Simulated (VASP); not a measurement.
Wanted: the native input for a VASP 6.6.1 run.

```yaml
Task: single point
Functional: r2SCAN
Potentials_or_basis: VASP PAW PBE potentials, release 64 (Ba_sv)
Cutoff: 520 eV
k_mesh: 14 × 14 × 14
Occupations: fermi-dirac, width 0.08 eV
Spin: no spin polarisation
Dipole_correction: no
Further_INCAR_settings: ALGO = Normal; EDIFF = 1e-07; NBANDS = 11
```

The system is Ba.

```
CELL_PARAMETERS angstrom
0.00000 3.23267 3.23267
3.23267 0.00000 3.23267
3.23267 3.23267 0.00000
ATOMIC_POSITIONS crystal
Ba 0.00000 0.00000 0.00000
```

The input as run:

POSCAR

```
Ba
1.0
    0.0000000000      3.2326650028      3.2326650028
    3.2326650028      0.0000000000      3.2326650028
    3.2326650028      3.2326650028      0.0000000000
Ba
1
Direct
    0.0000000000      0.0000000000      0.0000000000
```

INCAR.step1

```
PREC = Accurate
ENCUT = 520
ISMEAR = -1
SIGMA = 0.08
LREAL = False
LASPH = True
NELM = 80
NBANDS = 11
GGA = PE
ALGO = Normal
EDIFF = 1E-4
LWAVE = True
LCHARG = False
```

INCAR.step2

```
PREC = Accurate
ENCUT = 520
EDIFF = 1E-7
ISMEAR = -1
SIGMA = 0.08
LREAL = False
LASPH = True
NELM = 80
ALGO = Normal
ISIF = 2
LWAVE = False
LCHARG = False
METAGGA = R2SCAN
LMIXTAU = True
NBANDS = 11
ISTART = 1
```

KPOINTS

```
regular mesh
0
Gamma
  14 14 14
```

Potentials or basis: VASP PAW PBE potentials, release 64 (Ba_sv).

Command:

```console
$ cat potpaw_PBE.64/Ba_sv/POTCAR > POTCAR
$ cp INCAR.step1 INCAR
$ mpirun -np 1 vasp_std > vasp.out
$ cp INCAR.step2 INCAR
$ mpirun -np 1 vasp_std > vasp.out
```

It gave:

The pressure is 0.0 GPa and the band gap on the k mesh is zero (band 5 reaches 1.59 eV, above the bottom of band 6 at 1.49 eV).

Caveat: the PAW data sets were made with another functional, which shifts forces and pressure a little; spin-orbit coupling is left out, which moves the levels of the heavy elements.

Run time: 4.2 min on 1 thread of Intel Xeon 6975P-C (shared host), peak memory 0.26 GiB.
